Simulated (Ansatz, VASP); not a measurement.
## BN in VASP and in Ansatz

Contents of INCAR:

```
SYSTEM = BN
  PREC = Accurate
  ENCUT = 600
  EDIFF = 1E-6
  ISMEAR = 0
  SIGMA = 0.05
  LREAL = .False.
  LASPH = .True.
  NELM = 120
  ALGO = Normal
  ISIF = 2
  LWAVE = .False.
  LCHARG = .True.
  GGA = PS
  LELF = .True.
  LVHAR = .True.
  NBANDS = 11
  GGA_COMPAT = .False.
```

File KPOINTS:

```
Automatic mesh
0
Gamma
  16 16 16
  0 0 0
```

POSCAR

```
BN
1.0
    0.0000000000      1.8135050275      1.8135050275
    1.8135050275      0.0000000000      1.8135050275
    1.8135050275      1.8135050275      0.0000000000
B N
1 1
Direct
    0.0000000000      0.0000000000      0.0000000000
    0.7500000000      0.7500000000      0.7500000000
```

Input for Ansatz:

```yaml
crystal:
  lattice:
    - [0.0, 1.8135050275, 1.8135050275]
    - [1.8135050275, 0.0, 1.8135050275]
    - [1.8135050275, 1.8135050275, 0.0]
  atoms:
    - { symbol: B, position: [0.0, 0.0, 0.0] }
    - { symbol: "N", position: [0.75, 0.75, 0.75] }
basis:
  ecutwfc: 420
  ecutrho_ratio: 4
kpoints:
  mp_grid: { grid: [16, 16, 16] }
hamiltonian:
  xc: pbesol
scf:
  occupations: { method: gaussian, width: 0.05 }
output:
  forces: true
  stress: true
  eigenvalues: true
```

Alike in both runs: task single point; functional PBEsol; k mesh 16 × 16 × 16; occupations gaussian, width 0.05 eV; no spin polarisation.

|  | VASP | Ansatz |
| --- | --- | --- |
| version | VASP 6.6.1 | Ansatz 0.2.0 |
| potentials or method | VASP PAW PBE potentials, release 64 (B, N), cutoff 600 eV | scalar-relativistic, plane waves, PAW |
| valence electrons in the cell | 8 | 8 |

|  | VASP | Ansatz | Ansatz less VASP |
| --- | --- | --- | --- |
| gap on the k mesh at the Fermi level (eV) | 4.27 | 4.28 | +0.012 |
| least direct gap on the mesh (eV) | 8.71 | 8.72 | +0.008 |
| pressure (GPa) | -6.3 | -6.6 | -0.27 |

VASP's potentials were made for PBE, not for PBEsol.
